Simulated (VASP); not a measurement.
Wanted: the native input for a VASP 6.6.1 run.

* Task: single point
* Functional: PBE
* Potentials or basis: VASP PAW PBE potentials, release 64 (P, C)
* Cutoff: 520 eV
* k mesh: 6 × 6 × 2
* Occupations: gaussian, width 0.1 eV
* Spin: collinear spin
* Starting moments: [0.0, 0.0, 0.0, 0.0, 1.0, 1.0] μB
* Dipole correction: no
* Further INCAR settings: ALGO = Normal; EDIFF = 1e-06; NBANDS = 27

The structure of P2C lies in POSCAR:

```
P2C
1.0
    2.8241681751      0.0000000000      0.0000000000
    0.0000000000      2.8241681751      0.0000000000
    0.0000000000      0.0000000000     13.4018108775
P C
4 2
Direct
    0.0000000000      0.5000000000      0.3402429828
    0.5000000000      0.0000000000      0.1597570172
    0.0000000000      0.5000000000      0.6597570172
    0.5000000000      0.0000000000      0.8402429828
    0.0000000000      0.0000000000      0.7500000000
    0.0000000000      0.0000000000      0.2500000000
```

The cell was generated, and may not be a known phase.

One way to write it, as run:

INCAR

```
  PREC = Accurate
  ENCUT = 520
  EDIFF = 1E-6
  ISMEAR = 0
  SIGMA = 0.1
  LREAL = F
  LASPH = T
  NELM = 150
  ALGO = Normal
  ISIF = 2
  LWAVE = F
  LCHARG = F
  ISPIN = 2
  MAGMOM = 0 0 0 0 1 1
  LORBIT = 11
  GGA = PE
  NBANDS = 27
```

KPOINTS

```
Automatic mesh
0
Gamma
  6 6 2
```

Potentials or basis: VASP PAW PBE potentials, release 64 (P, C).

Command:

```bash
$ cat potpaw_PBE.64/P/POTCAR potpaw_PBE.64/C/POTCAR > POTCAR
$ mpirun -np 1 vasp_std > vasp.out
```

It gave:

```yaml
Pressure: -0.3 GPa
Largest_force: 0.073 eV/Å
Band_gap_on_the_k_mesh: zero (filled and empty bands overlap)
Net_moment: 0.00 μB per cell
Valence_electrons_inside_the_program's_atomic_spheres: P 2.44; C 2.48
```

Caveat: the k points lie up to 0.37 Å⁻¹ apart, too coarse for converged energies and pressures of a metal; this functional lacks dispersion, which binds layers or chains, so the pressure and a relaxed spacing across them are unreliable.

It took 110 s on 1 thread of Intel(R) Xeon(R) Platinum 8259CL CPU @ 2.50GHz (Skylake/Cascade Lake), on a shared host, peak memory 0.3 GiB.
